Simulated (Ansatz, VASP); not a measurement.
# HfO2: VASP beside Ansatz

```
Hf O
1.0
     0.00000    2.55750    2.55750
     2.55750    0.00000    2.55750
     2.55750    2.55750    0.00000
Hf O
1 2
Direct
  0.99511 0.00489 0.00489
  0.25000 0.25000 0.25000
  0.75000 0.75000 0.75000
```

Change from the starting cell: all Hf atoms moved +0.025 Å, as atom 1 along Cartesian [1 0 0].

Alike in both runs: task single point; functional PBE; k mesh 8 × 8 × 8; occupations gaussian, width 0.05 eV; no spin polarisation.

|  | VASP | Ansatz |
| --- | --- | --- |
| version | VASP 6.6.1 | Ansatz 0.2.0 |
| potentials or method | VASP PAW PBE potentials, release 64 (Hf_pv, O), cutoff 520 eV | scalar-relativistic, plane waves, PAW |
| valence electrons in the cell | 22 | 38 |

Ansatz gave:

| Item | Value |
| --- | --- |
| gap on the k mesh at the Fermi level (eV) | 3.72 |
| least direct gap on the mesh (eV) | 3.72 |
| pressure (GPa) | -2.4 |
| rms of the force components (eV/Å) | 0.043 |

Task: Which values does VASP return?

Result: gap on the k mesh at the Fermi level (eV): 3.73; least direct gap on the mesh (eV): 3.73; pressure (GPa): -5.9; rms of the force components (eV/Å): 0.040.

Atom by atom the forces differ by 0.003 eV/Å (rms over components). VASP's potentials hold 22 valence electrons a cell and Ansatz's 38, so a difference there can come from the potentials and not from the codes.

Spin-orbit coupling is off throughout.
